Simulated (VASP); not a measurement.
Runs of VASP 6.6.1 on Cr. The structure is that of space group I4/mmm (No. 139), or close to it. The cells are those of the table. 

| cell | gap on the mesh (eV) | pressure (GPa) |
| --- | --- | --- |
| a = 2.499 Å, angles 107.5, 107.5, 113.5°, 1 atom | none | -16.8 |
| a = 2.437 Å, angles 111.6, 111.6, 105.3°, 1 atom | none | 1.9 |
| a = 2.542 Å, angles 106.9, 106.9, 114.8°, 1 atom | none | -25.0 |
| a = 2.561 Å, angles 107.5, 107.5, 113.4°, 1 atom | none | (a) |
| a = 2.459 Å, angles 112.3, 112.3, 104.0°, 1 atom | none | -3.8 |
| a = 2.499 Å, angles 111.5, 111.5, 105.4°, 1 atom | none | (b) |

Alike in all rows: task single point; level PBEsol; potentials or basis VASP PAW PBE potentials, release 64 (Cr_pv); no spin polarisation; k mesh 24 × 24 × 24; cutoff (eV) 520; smearing gaussian 0.15 eV.

Task: Estimate the missing entries.

Result: (a) -29.6; (b) -16.9.

Caveats: the PAW data sets were made with another functional, which shifts forces and pressure a little; the run has no spin polarisation, though such a crystal can be magnetic.

A gap of «none» marks levels without a gap at the run's occupations.
